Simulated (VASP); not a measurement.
# Mo (Im-3m) in VASP: notebook

The runs below take Mo through single point, relaxation of cell and atoms, with LDA.

All numbers are computed with VASP 6.6.1; they aren't measurements. Logs are shortened: lines on timing, memory, paths and dates and some standing lists are left out, and cuts for length are marked.

### 1 The cell of the first run

Symmetry: Im-3m, No. 229, cubic system. The conventional cell has a = 3.112 Å, b = 3.112 Å, c = 3.112 Å, α = 90.00°, β = 90.00°, γ = 90.00°. Mo (site symmetry m-3m) has 14 Mo at 2.70 to 3.11 Å within 3.6 Å.

### 2 Single point, LDA

INCAR

```
SYSTEM = Mo
  PREC = Accurate
  ENCUT = 520
  EDIFF = 1E-6
  ISMEAR = -1
  SIGMA = 0.15
  LREAL = .FALSE.
  LASPH = .TRUE.
  NELM = 80
  ALGO = Normal
  ISIF = 2
  LWAVE = .FALSE.
  LCHARG = .FALSE.
  NBANDS = 13
```

KPOINTS

```
regular mesh
0
G
  18 18 18
  0 0 0
```

POSCAR

```
Mo
1.0
   -1.5561590402      1.5561590402      1.5561590402
    1.5561590402     -1.5561590402      1.5561590402
    1.5561590402      1.5561590402     -1.5561590402
Mo
1
Direct
    0.0000000000      0.0000000000      0.0000000000
```

Potentials or basis: VASP PAW LDA potentials, release 64 (Mo_sv).

Started as:

```console
cat potpaw_LDA.64/Mo_sv/POTCAR > POTCAR
mpirun -np 1 vasp_std > vasp.out
```

OUTCAR:

```text
SYSTEM = Mo
   PREC = Accurate
   ENCUT = 520
   EDIFF = 1E-6
   ISMEAR = -1
   LREAL = .FALSE.
   LASPH = .TRUE.
   NELM = 80
   ISIF = 2

 ion  position               nearest neighbor table
   1  0.000  0.000  0.000-

  LATTYP: Found a body centered cubic cell.
 ALAT       =     3.1123180804

  Lattice vectors:

 A1 = (  -1.5561590402,   1.5561590402,   1.5561590402)
 A2 = (   1.5561590402,  -1.5561590402,   1.5561590402)
 A3 = (   1.5561590402,   1.5561590402,  -1.5561590402)

Analysis of symmetry for initial positions (statically):
=====================================================================
 Subroutine PRICEL returns:
 Original cell was already a primitive cell.

 Routine SETGRP: Setting up the symmetry group for a
 body centered cubic supercell.

 Subroutine GETGRP returns: Found 48 space group operations
 (whereof 48 operations were pure point group operations)
 out of a pool of 48 trial point group operations.

The static configuration has the point symmetry O_h .

Analysis of symmetry for dynamics (positions and initial velocities):
=====================================================================
 Subroutine PRICEL returns:
 Original cell was already a primitive cell.

 Routine SETGRP: Setting up the symmetry group for a
 body centered cubic supercell.

 Subroutine GETGRP returns: Found 48 space group operations
 (whereof 48 operations were pure point group operations)
 out of a pool of 48 trial point group operations.

The dynamic configuration has the point symmetry O_h .

 Subroutine INISYM returns: Found 48 space group operations
 (whereof 48 operations are pure point group operations),
 and found     1 'primitive' translations

----------------------------------------------------------------------------------------

                                     Primitive cell

  volume of cell :      15.0738

  direct lattice vectors                    reciprocal lattice vectors
    -1.556159040  1.556159040  1.556159040     0.000000000  0.321303920  0.321303920
     1.556159040 -1.556159040  1.556159040     0.321303920  0.000000000  0.321303920
     1.556159040  1.556159040 -1.556159040     0.321303920  0.321303920  0.000000000

  length of vectors
     2.695346522  2.695346522  2.695346522     0.454392362  0.454392362  0.454392362

  position of ions in fractional coordinates (direct lattice)
     0.000000000  0.000000000  0.000000000

  ion indices of the primitive-cell ions
   primitive index   ion index
                 1           1

----------------------------------------------------------------------------------------

 KPOINTS: regular mesh

Automatic generation of k-mesh.
 Grid dimensions read from file:
 generate k-points for:   18   18   18

 Generating k-lattice:

  Cartesian coordinates                     Fractional coordinates (reciprocal lattice)
     0.000000000  0.017850218  0.017850218     0.055555556  0.000000000  0.000000000
     0.017850218  0.000000000  0.017850218     0.000000000  0.055555556  0.000000000
     0.017850218  0.017850218  0.000000000     0.000000000  0.000000000  0.055555556

  Length of vectors
     0.025244020  0.025244020  0.025244020

  Shift w.r.t. Gamma in fractional coordinates (k-lattice)
     0.000000000  0.000000000  0.000000000

 Subroutine IBZKPT returns following result:
 ===========================================

 Found    195 irreducible k-points:

 Following reciprocal coordinates:
            Coordinates               Weight
  0.000000  0.000000  0.000000      1.000000
  0.055556  0.000000  0.000000     12.000000
  0.111111  0.000000  0.000000     12.000000
  0.166667  0.000000  0.000000     12.000000
  0.222222  0.000000  0.000000     12.000000
  0.277778  0.000000  0.000000     12.000000
[... 16 lines left out ...]
  0.333333  0.111111  0.000000     48.000000
  0.388889  0.111111  0.000000     48.000000
 [... further k-points ...]
   k-points           NKPTS =    195   k-points in BZ     NKDIM =    195   number of bands    NBANDS=     13
   number of dos      NEDOS =    301   number of ions     NIONS =      1
   total plane-waves  NPLWV =   8000
   dimension x,y,z NGX =    20 NGY =   20 NGZ =   20
   dimension x,y,z NGXF=    40 NGYF=   40 NGZF=   40
   ions per type =               1
   NGX,Y,Z   is equivalent  to a cutoff of  12.34, 12.34, 12.34 a.u.
   NGXF,Y,Z  is equivalent  to a cutoff of  24.67, 24.67, 24.67 a.u.
 SYSTEM =  Mo
   PREC   = accura    normal or accurate (medium, high low for compatibility)
   ISTART =      0    job   : 0-new  1-cont  2-samecut
   ICHARG =      2    charge: 1-file 2-atom 10-const
   ISPIN  =      1    spin polarized calculation?
   LNONCOLLINEAR =      F non collinear calculations
   LSORBIT =      F    spin-orbit coupling
   LASPH  =      T    aspherical Exc in radial PAW
   ENCUT  =  520.0 eV  38.22 Ry    6.18 a.u.   5.01  5.01  5.01*2*pi/ulx,y,z
   NELM   =     80;   NELMIN=  2; NELMDL= -5     # of ELM steps
   EDIFF  = 0.1E-05   stopping-criterion for ELM
   LREAL  =      F    real-space projection
   EDIFFG = 0.1E-04   stopping-criterion for IOM
   NSW    =      0    number of steps for IOM
   IBRION =     -1    ionic relax: 0-MD 1-quasi-New 2-CG
   NFREE  =      0    steps in history (QN), initial steepest desc. (CG)
   ISIF   =      2    stress and relaxation
   ISYM   =      2    0-nonsym 1-usesym 2-fastsym
   POTIM  = 0.5000    time-step for ionic-motion
   TEBEG  =    0.0;   TEEND  =   0.0 temperature during run
   PSTRESS=    0.0 pullay stress
   NELECT =      14.0000    total number of electrons
   NUPDOWN=      -1.0000    fix difference up-down
   EMIN   =  10.00;   EMAX   =-10.00  energy-range for DOS
   EFERMI =   0.00;   METHOD = LEGACY
   ISMEAR =    -1;   SIGMA  =   0.15  broadening in eV -4-tet -1-fermi 0-gaus
   EFERMI_NEDOS =   21; number of points for ismear=-14 and -15
   IALGO  =     38    algorithm
   IMIX   =      4    mixing-type and parameters
     AMIX     =   0.40;   BMIX     =  1.00
     AMIX_MAG =   1.60;   BMIX_MAG =  1.00
  volume/ion in A,a.u.               =      15.07       101.72
  Fermi-wavevector in a.u.,A,eV,Ry     =   1.597265  3.018392 34.711921  2.551254
  Thomas-Fermi vector in A             =   2.694898
   LORBIT       =      0    0 simple, 1 ext, 2 COOP (PROOUT), +10 PAW based schemes
   GGA     = CA    functional components
   LHFCALC =     F    Hartree Fock is set to
   AEXX    =    0.0000 exact exchange contribution
   IVDW    =     0    specifies the selected vdW correction
   LEPSILON=     F    determine dielectric tensor
   LRPA    =     F    only Hartree local field effects (RPA)
 non-spin polarized calculation
  energy-cutoff  :      520.00
  volume of cell :       15.07
 maximum number of plane-waves:       420
   NGX =  9   NGY =  9   NGZ =  9

 number of electron      13.9999996 magnetization

 Free energy of the ion-electron system (eV)
  ---------------------------------------------------
  ext. energy  EPLUGINS =         0.00000000
  ---------------------------------------------------
  free energy    TOTEN  =       -12.15245528 eV

  energy without entropy =      -12.10235670  energy(sigma->0) =      -12.12740599

 E-fermi :  13.0607     XC(G=0): -13.8070

 val. band max:       13.0294217114   @ k =  -0.4444   0.5000   0.2778
 cond. band min:      13.0853862405   @ k =  -0.3889   0.4444   0.2778
 fundamental gap:      0.0559645292
 Fermi energy:        13.0606700317

 k-point     1 :       0.0000    0.0000    0.0000
  band No.  band energies     occupation
      1     -47.8767      2.00000
      2     -21.2273      2.00000
      3     -21.2273      2.00000
      4     -21.2273      2.00000
      5       5.7214      2.00000
      6      11.6186      1.99987
      7      11.6186      1.99987
      8      11.6186      1.99987
      9      14.7583      0.00002
     10      14.7583      0.00002
     11      27.9389      0.00000
     12      27.9389      0.00000
     13      27.9389      0.00000

 k-point     2 :       0.0556    0.0000    0.0000
  band No.  band energies     occupation
      1     -47.8675      2.00000
      2     -21.2791      2.00000
      3     -21.2431      2.00000
      4     -21.2277      2.00000
      5       5.8649      2.00000
      6      11.5362      1.99992
      7      11.6057      1.99988
      8      11.7540      1.99967
      9      14.6335      0.00006
     10      14.7599      0.00002
     11      28.0508      0.00000
     12      28.1808      0.00000
     13      28.2399      0.00000

 k-point     3 :       0.1111    0.0000    0.0000
  band No.  band energies     occupation
      1     -47.8409      2.00000
      2     -21.4269      2.00000
      3     -21.2885      2.00000
      4     -21.2290      2.00000
      5       6.2730      2.00000
      6      11.3077      1.99998
      7      11.5486      1.99992
      8      12.1548      1.99524
      9      14.3611      0.00034
     10      14.7705      0.00002
     11      28.3232      0.00000
     12      28.8855      0.00000
     13      28.9970      0.00000

 k-point     4 :       0.1667    0.0000    0.0000
  band No.  band energies     occupation
      1     -47.7998      2.00000
      2     -21.6491      2.00000
      3     -21.3574      2.00000
      4     -21.2309      2.00000
      5       6.8678      2.00000
      6      10.9799      2.00000
      7      11.4320      1.99996
      8      12.8040      1.69398
      9      14.1539      0.00137
     10      14.8042      0.00002
     11      28.5367      0.00000
     12      29.7843      0.00000
     13      29.9992      0.00000

 k-point     5 :       0.2222    0.0000    0.0000
  band No.  band energies     occupation
      1     -47.7490      2.00000
      2     -21.9151      2.00000
      3     -21.4408      2.00000
      4     -21.2334      2.00000
      5       7.4817      2.00000
      6      10.6084      2.00000
      7      11.3721      1.99997
      8      13.6714      0.03353
      9      14.1461      0.00144
     10      14.8754      0.00001
     11      28.3398      0.00000
     12      29.9580      0.00000
     13      31.4516      0.00000

 k-point     6 :       0.2778    0.0000    0.0000
  band No.  band energies     occupation
      1     -47.6944      2.00000
      2     -22.1910      2.00000
      3     -21.5283      2.00000
      4     -21.2361      2.00000
      5       7.8530      2.00000
      6      10.2437      2.00000
      7      11.6594      1.99982
      8      14.3173      0.00046
      9      14.7089      0.00003
     10      14.9904      0.00001
     11      27.6292      0.00000
     12      29.2185      0.00000
     13      33.1660      0.00000

 k-point     7 :       0.3333    0.0000    0.0000
  band No.  band energies     occupation
      1     -47.6427      2.00000
      2     -22.4441      2.00000
      3     -21.6094      2.00000
      4     -21.2387      2.00000
      5       7.8708      2.00000
      6       9.9251      2.00000
      7      12.4238      1.97176
      8      14.5778      0.00008
      9      15.1402      0.00000
     10      15.8389      0.00000
     11      26.7050      0.00000
     12      27.9673      0.00000
     13      34.5851      0.00000
[... 193 lines left out ...]
 k-point    20 :       0.1667    0.1111    0.0000
  band No.  band energies     occupation
      1     -47.7291      2.00000
      2     -21.9911      2.00000
      3     -21.4451      2.00000
      4     -21.2916      2.00000
      5       7.8313      2.00000
      6      10.6449      2.00000
      7      10.9151      2.00000
      8      13.8548      0.00999
      9      14.2840      0.00057
     10      15.1515      0.00000
     11      28.9314      0.00000
     12      29.6471      0.00000
     13      31.0859      0.00000

 k-point    21 :       0.2222    0.1111    0.0000
  band No.  band energies     occupation
      1     -47.6776      2.00000
      2     -22.2262      2.00000
      3     -21.5466      2.00000
      4     -21.2996      2.00000
      5       8.2368      2.00000
      6      10.2884      2.00000
      7      11.0901      2.00000
      8      13.9891      0.00409
      9      15.2425      0.00000
     10      15.4814      0.00000
     11      28.0019      0.00000
     12      29.1841      0.00000
     13      32.2460      0.00000

 k-point    22 :       0.2778    0.1111    0.0000
  band No.  band energies     occupation
      1     -47.6289      2.00000
      2     -22.4408      2.00000
      3     -21.6447      2.00000
      4     -21.3052      2.00000
      5       8.2652      2.00000
      6       9.9947      2.00000
      7      11.7014      1.99977
      8      14.2655      0.00065
      9      15.4309      0.00000
     10      16.6646      0.00000
     11      26.9797      0.00000
     12      28.1070      0.00000
     13      32.7553      0.00000

 k-point    23 :       0.3333    0.1111    0.0000
  band No.  band energies     occupation
      1     -47.5889      2.00000
      2     -22.6122      2.00000
      3     -21.7252      2.00000
      4     -21.3091      2.00000
      5       8.1001      2.00000
      6       9.7790      2.00000
      7      12.4971      1.95438
      8      14.5599      0.00009
      9      15.6184      0.00000
     10      17.8470      0.00000
     11      26.0691      0.00000
     12      26.8675      0.00000
     13      31.4491      0.00000

 k-point    24 :       0.3889    0.1111    0.0000
  band No.  band energies     occupation
      1     -47.5626      2.00000
      2     -22.7225      2.00000
      3     -21.7777      2.00000
      4     -21.3116      2.00000
      5       7.9434      2.00000
      6       9.6467      2.00000
      7      13.1513      0.70690
      8      14.6857      0.00004
      9      15.9013      0.00000
     10      18.7734      0.00000
     11      25.2471      0.00000
     12      26.0451      0.00000
     13      30.4948      0.00000

 [... further k-points ...]
[... 5 lines left out ...]
  --------------------------------------------------------------------------------------
  -------------------------------------------------------------------------------------
  Total        0.1085110      0.1085110      0.1085110      0.0000000      0.0000000      0.0000000
  in kB       11.5335313     11.5335313     11.5335313      0.0000000      0.0000000      0.0000000
  external PRESSURE =      11.5335313 kB  Pullay stress =       0.0000000 kB

 VOLUME and BASIS-vectors are now :
 -----------------------------------------------------------------------------
  energy-cutoff  :      520.00
  volume of cell :       15.07
      direct lattice vectors                 reciprocal lattice vectors
    -1.556159040  1.556159040  1.556159040     0.000000000  0.321303920  0.321303920
     1.556159040 -1.556159040  1.556159040     0.321303920  0.000000000  0.321303920
     1.556159040  1.556159040 -1.556159040     0.321303920  0.321303920  0.000000000

 POSITION                                       TOTAL-FORCE (eV/Angst)
 -----------------------------------------------------------------------------------
      0.00000      0.00000      0.00000         0.000000     -0.000000     -0.000000
 -----------------------------------------------------------------------------------
    total drift:                                0.000000     -0.000000      0.000000

  FREE ENERGIE OF THE ION-ELECTRON SYSTEM (eV)
  ---------------------------------------------------
  free  energy   TOTEN  =       -12.1524552764 eV

  energy  without entropy=      -12.1023567023  energy(sigma->0) =      -12.12740599
```

Wall time 17 s (1 thread of Intel Xeon 6975P-C, shared host); peak memory 0.14 GiB.

What came out:

- Free energy: -12.1525 eV
- Pressure: 1.2 GPa
- Band gap on the k mesh: zero (band 7 reaches 17.29 eV, above the bottom of band 8 at 11.62 eV)

[end of part 1 of 2]
